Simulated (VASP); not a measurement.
# Zr2Se3S (Pm) in VASP: relaxation of cell and atoms with LDA

Aim: the relaxation of cell and atoms of Zr2Se3S with LDA.

Everything below comes from runs of VASP 6.6.1. Logs are shortened: lines on timing, memory, paths and dates and some standing lists are left out, and cuts for length are marked.

## (1) The cell of the first run

Symmetry: Pm, No. 6, monoclinic system. The conventional cell has a = 6.228 Å, b = 3.806 Å, c = 6.592 Å, α = 90.00°, β = 90.00°, γ = 90.00°. Zr (site symmetry m) has 5 Se at 2.65 Å and 1 S at 2.65 Å within 3.5 Å. Zr (site symmetry m) has 4 Se at 2.65 Å and 2 S at 2.65 Å within 3.5 Å. Se (site symmetry m) has 3 Zr at 2.65 Å within 3.5 Å. Within 3.5 Å of Se (site symmetry m) lie 3 Zr at 2.65 Å. Se (site symmetry m) has 3 Zr at 2.65 Å within 3.5 Å. S (site symmetry m) has 3 Zr at 2.65 Å within 3.5 Å.

## (2) Relaxation of cell and atoms, LDA

Input file INCAR:

```
PREC = Accurate ; ENCUT = 500
EDIFF = 1E-7 ; ISMEAR = 0
SIGMA = 0.1 ; LREAL = F
LASPH = T ; NELM = 120
ALGO = Normal ; ISIF = 3
LWAVE = F ; LCHARG = F
GGA = CA ; IBRION = 2
NSW = 100 ; EDIFFG = -0.05
GGA_COMPAT = F ; NELMIN = 4
```

Input file KPOINTS:

```
regular mesh
0
Gamma
  6 4 4
```

Input file POSCAR:

```
Zr2Se3S
1.0
   -3.8058696600      0.0000000000      0.0000000000
    0.0000000000      0.0000000000     -6.2284391900
   -0.0000000100     -6.5919596200      0.0000000000
Zr Se S
2 3 1
Direct
    0.5000000000      0.0000000000      0.5000000000
    0.0000000000      0.0000000000      0.0000000000
    0.4999999900      0.2379099700      0.8333333400
   -0.0000000100      0.2379099700      0.3333333400
    0.0000000100      0.7620900300      0.6666666600
    0.5000000000      0.7620900300      0.1666666600
```

Potentials or basis: VASP PAW LDA potentials, release 64 (Zr_sv, Se, S).

Launch:

```console
$ cat potpaw_LDA.64/Zr_sv/POTCAR potpaw_LDA.64/Se/POTCAR potpaw_LDA.64/S/POTCAR > POTCAR
$ mpirun -np 1 vasp_std > vasp.out
```

OUTCAR:

```text
PREC = Accurate
   ENCUT = 500
   EDIFF = 1E-7
   ISMEAR = 0
   LREAL = F
   LASPH = T
   NELM = 120
   ISIF = 3
   GGA = CA
   IBRION = 2
   NSW = 100
   EDIFFG = -0.05
   NELMIN = 4

 ion  position               nearest neighbor table
   1  0.500  0.000  0.500-   4 2.65   5 2.65   5 2.65   4 2.65   6 2.65   3 2.65   2 3.81   2 3.81
                             2 3.81   2 3.81
   2  0.000  0.000  0.000-   3 2.65   6 2.65   6 2.65   3 2.65   5 2.65   4 2.65   1 3.81   1 3.81
                             1 3.81   1 3.81
   3  0.500  0.238  0.833-   2 2.65   2 2.65   1 2.65
   4  1.000  0.238  0.333-   1 2.65   1 2.65   2 2.65
   5  0.000  0.762  0.667-   1 2.65   1 2.65   2 2.65
   6  0.500  0.762  0.167-   2 2.65   2 2.65   1 2.65

  LATTYP: Found a simple orthorhombic cell.
 ALAT       =     3.8058696600
 B/A-ratio  =     1.6365350751
 C/A-ratio  =     1.7320508081

  Lattice vectors:

 A1 = (  -3.8058696600,   0.0000000000,   0.0000000000)
 A2 = (   0.0000000000,   0.0000000000,  -6.2284391900)
 A3 = (  -0.0000000100,  -6.5919596200,   0.0000000000)

Analysis of symmetry for initial positions (statically):
=====================================================================
 Subroutine PRICEL returns:
 Original cell was already a primitive cell.

 Routine SETGRP: Setting up the symmetry group for a
 simple orthorhombic supercell.

 Subroutine GETGRP returns: Found  2 space group operations
 (whereof  2 operations were pure point group operations)
 out of a pool of  8 trial point group operations.

The static configuration has the point symmetry C_1h.

Analysis of symmetry for dynamics (positions and initial velocities):
=====================================================================
 Subroutine PRICEL returns:
 Original cell was already a primitive cell.

 Routine SETGRP: Setting up the symmetry group for a
 simple orthorhombic supercell.

 Subroutine GETGRP returns: Found  2 space group operations
 (whereof  2 operations were pure point group operations)
 out of a pool of  8 trial point group operations.

The dynamic configuration has the point symmetry C_1h.

 Subroutine INISYM returns: Found  2 space group operations
 (whereof  2 operations are pure point group operations),
 and found     1 'primitive' translations

----------------------------------------------------------------------------------------

                                     Primitive cell

  volume of cell :     156.2599

  direct lattice vectors                    reciprocal lattice vectors
    -3.805869660  0.000000000  0.000000000    -0.262752035  0.000000000  0.000000000
[... 111 lines left out ...]
   IALGO  =     38    algorithm
   IMIX   =      4    mixing-type and parameters
     AMIX     =   0.40;   BMIX     =  1.00
     AMIX_MAG =   1.60;   BMIX_MAG =  1.00
  volume/ion in A,a.u.               =      26.04       175.75
  Fermi-wavevector in a.u.,A,eV,Ry     =   1.104602  2.087396 16.601103  1.220147
  Thomas-Fermi vector in A             =   2.241078
   LORBIT       =      0    0 simple, 1 ext, 2 COOP (PROOUT), +10 PAW based schemes
   GGA     = CA    functional components
   LHFCALC =     F    Hartree Fock is set to
   AEXX    =    0.0000 exact exchange contribution
   IVDW    =     0    specifies the selected vdW correction
   LEPSILON=     F    determine dielectric tensor
   LRPA    =     F    only Hartree local field effects (RPA)
 conjugate gradient relaxation of ions
 non-spin polarized calculation
 Gauss-broadening in eV      SIGMA  =   0.10
  energy-cutoff  :      500.00
  volume of cell :      156.26
 maximum number of plane-waves:      4008
   NGX = 13   NGY = 23   NGZ = 25

--------------------------------------- Ionic step        1  -------------------------------------------

 number of electron      48.0000005 magnetization

 Free energy of the ion-electron system (eV)
  ---------------------------------------------------
  ext. energy  EPLUGINS =         0.00000000
  ---------------------------------------------------
  free energy    TOTEN  =       -43.81997718 eV

  energy without entropy =      -43.81997672  energy(sigma->0) =      -43.81997695

------------------------ aborting loop because EDIFF is reached ----------------------------------------

  FORCE on cell =-STRESS in cart. coord.  units (eV):
  Direction    XX          YY          ZZ          XY          YZ          ZX
  --------------------------------------------------------------------------------------
  -------------------------------------------------------------------------------------
  Total       -3.6475706     -3.8644974     -0.7015801     -0.0000000     -0.0043431     -0.0000000
  in kB      -37.3995702    -39.6237814     -7.1934990     -0.0000001     -0.0445312     -0.0000000
  external PRESSURE =     -28.0722835 kB  Pullay stress =       0.0000000 kB
[... 101 lines left out ...]
  FREE ENERGIE OF THE ION-ELECTRON SYSTEM (eV)
  ---------------------------------------------------
  free  energy   TOTEN  =       -44.0022160003 eV

  energy  without entropy=      -44.0021900708  energy(sigma->0) =      -44.00220304

 E-fermi :   4.7873     XC(G=0):  -9.9620

 val. band max:        4.7311301989   @ k =   0.0000   0.0000   0.0000
 cond. band min:       4.7978554870   @ k =   0.5000   0.5000   0.5000
 fundamental gap:      0.0667252881
 Fermi energy:         4.7873119809

 k-point     1 :       0.0000    0.0000    0.0000
  band No.  band energies     occupation
      1     -44.2677      2.00000
      2     -44.2329      2.00000
      3     -22.6392      2.00000
      4     -22.5156      2.00000
      5     -22.4430      2.00000
      6     -22.4256      2.00000
[... 733 lines left out ...]
     27       7.3989      0.00000
     28       7.4535      0.00000

 [... further k-points ...]

[... ionic steps 4 to 15 ...]

--------------------------------------- Ionic step       16  -------------------------------------------

 number of electron      47.9999999 magnetization

------------------------ aborting loop because EDIFF is reached ----------------------------------------
[... 75 lines left out ...]
--------------------------------------- Ionic step       18  -------------------------------------------

 number of electron      47.9999998 magnetization

 Free energy of the ion-electron system (eV)
  ---------------------------------------------------
  ext. energy  EPLUGINS =         0.00000000
  ---------------------------------------------------
  free energy    TOTEN  =       -44.16716192 eV

  energy without entropy =      -44.16445819  energy(sigma->0) =      -44.16581006

 E-fermi :   5.3986     XC(G=0): -10.2582

 val. band max:        5.3537445394   @ k =   0.5000   0.5000   0.5000
 cond. band min:       5.4316615960   @ k =   0.0000   0.0000   0.0000
 fundamental gap:      0.0779170566
 Fermi energy:         5.3986292095

 k-point     1 :       0.0000    0.0000    0.0000
  band No.  band energies     occupation
      1     -43.6991      2.00000
      2     -43.6582      2.00000
      3     -22.0628      2.00000
      4     -21.9418      2.00000
      5     -21.8670      2.00000
      6     -21.8540      2.00000
[... 768 lines left out ...]
  FREE ENERGIE OF THE ION-ELECTRON SYSTEM (eV)
  ---------------------------------------------------
  free  energy   TOTEN  =       -44.1671619190 eV

  energy  without entropy=      -44.1644581914  energy(sigma->0) =      -44.16581006

 reached required accuracy - stopping structural energy minimisation
```

OSZICAR:

```text
N       E                     dE             d eps       ncg     rms          rms(c)
DAV:   1     0.394128489269E+03    0.39413E+03   -0.22410E+04  2256   0.151E+03
DAV:   2    -0.133455422976E+02   -0.40747E+03   -0.39783E+03  2908   0.360E+02
DAV:   3    -0.455103069146E+02   -0.32165E+02   -0.31606E+02  3436   0.886E+01
[... 188 lines left out ...]
DAV:   4    -0.441671370672E+02   -0.31330E-04   -0.39252E-04  3156   0.756E-02    0.345E-02
DAV:   5    -0.441671513814E+02   -0.14314E-04   -0.40753E-05  3904   0.297E-02    0.242E-02
DAV:   6    -0.441671610416E+02   -0.96602E-05   -0.15923E-05  4076   0.189E-02    0.673E-03
DAV:   7    -0.441671619107E+02   -0.86914E-06   -0.20263E-06  4276   0.671E-03    0.102E-03
DAV:   8    -0.441671619190E+02   -0.83069E-08   -0.72791E-08  1608   0.151E-03
  18 F= -.44167162E+02 E0= -.44165810E+02  d E =-.201501E-03
```

Wall time 39 min (1 thread of Oxide Virtual Turin-like, shared host); peak memory 0.28 GiB.

Results:

| Quantity | Value |
| --- | --- |
| Free energy | -44.1672 eV |
| Relaxed volume | 22.87 Å³/atom |
| Relaxed cell | a = 3.678 Å, b = 5.883 Å, c = 6.341 Å, α = 89.88°, β = 90.00°, γ = 90.00° |
| Space group after relaxing (to 0.1 Å) | Pm (No. 6) |
| Energy gained by relaxing | 57.9 meV/atom |
| Ionic steps | 18 |
| Pressure after relaxing | 0.2 GPa |
| Largest force after relaxing | 0.047 eV/Å |
| Band gap on the k mesh | zero (bands 24 and 25 overlap by 0.08 eV) |

Forces on the atoms (eV/Å):
```
Zr   0.000 -0.008  0.002
Zr   0.000  0.009  0.000
Se   0.000  0.005  0.020
Se   0.000 -0.002 -0.047
Se   0.000  0.005  0.011
S    0.000 -0.010  0.014
```

Step by step:
```
step  energy change (eV)  largest force (eV/Å)  pressure (GPa)  volume (Å³)
   1              0.0000                1.1352           -2.81       156.26
   2             -0.1770                1.0943            2.59       146.14
   3             -0.1822                1.0120            1.74       147.49
   4             -0.2559                0.6037           -0.57       148.61
   5             -0.2592                0.4559           -0.20       148.43
   6             -0.2810                0.2630           -0.57       147.92
   7             -0.2876                0.1656           -0.88       147.44
   8             -0.2990                0.3610            0.33       144.58
   9             -0.2992                0.3879            0.48       144.24
  10             -0.3121                0.3067            0.39       143.26
  11             -0.3272                0.4396            0.27       140.31
  12             -0.3365                0.2394           -0.67       140.00
  13             -0.3365                0.2403           -0.69       139.99
  14             -0.3430                0.1648            0.28       137.75
  15             -0.3431                0.1530            0.17       138.00
  16             -0.3461                0.0911            0.01       137.81
  17             -0.3470                0.0514           -0.11       137.64
  18             -0.3472                0.0472            0.20       137.21
```

Final structure:
```
CELL_PARAMETERS angstrom
-3.67792 0.00000 0.00000
0.00000 -0.00624 -5.88314
0.00000 -6.34142 -0.00602
ATOMIC_POSITIONS crystal
Zr 0.50000 0.99482 0.49725
Zr 0.00000 0.99169 0.00291
Se 0.50000 0.26576 0.83283
Se 0.00000 0.26813 0.33375
Se 0.00000 0.72481 0.66700
S 0.50000 0.75479 0.16627
```

Levels at points of the mesh, in eV from the Fermi level:
| k point | band 20 | band 21 | band 22 | band 23 | band 24 | band 25 | band 26 | band 27 | band 28 |
| --- | --- | --- | --- | --- | --- | --- | --- | --- | --- |
| (0.00, 0.00, 0.00) | -2.53 | -1.56 | -0.09 | -0.07 | 0.03 | 0.29 | 0.95 | 0.99 | 1.37 |
| (0.50, 0.00, 0.00) | -2.81 | -2.61 | -2.58 | -1.76 | -1.55 | 1.48 | 1.50 | 2.36 | 2.43 |
| (0.00, 0.50, 0.00) | -2.65 | -1.05 | -1.01 | -0.38 | -0.34 | 0.06 | 0.90 | 0.94 | 1.91 |
| (0.50, 0.50, 0.00) | -2.64 | -2.35 | -2.12 | -1.86 | -1.72 | 1.42 | 1.48 | 1.65 | 1.67 |
| (0.00, 0.00, 0.50) | -2.48 | -1.35 | -1.14 | -1.10 | -0.75 | 0.62 | 0.71 | 2.04 | 2.12 |
| (0.50, 0.00, 0.50) | -2.61 | -2.54 | -2.51 | -1.56 | -1.51 | 0.26 | 0.33 | 2.68 | 2.68 |
| (0.00, 0.50, 0.50) | -2.39 | -1.44 | -1.31 | -1.12 | -1.05 | 0.58 | 0.70 | 2.15 | 2.28 |
| (0.50, 0.50, 0.50) | -2.82 | -1.20 | -1.09 | -0.97 | -0.83 | -0.04 | 0.09 | 2.67 | 2.68 |

Caveat: the relaxation stopped at a loose force limit of 0.05 eV/Å, so its end isn't a converged minimum.

The gap in the log of VASP goes by the Fermi energy; the results here count the filled bands.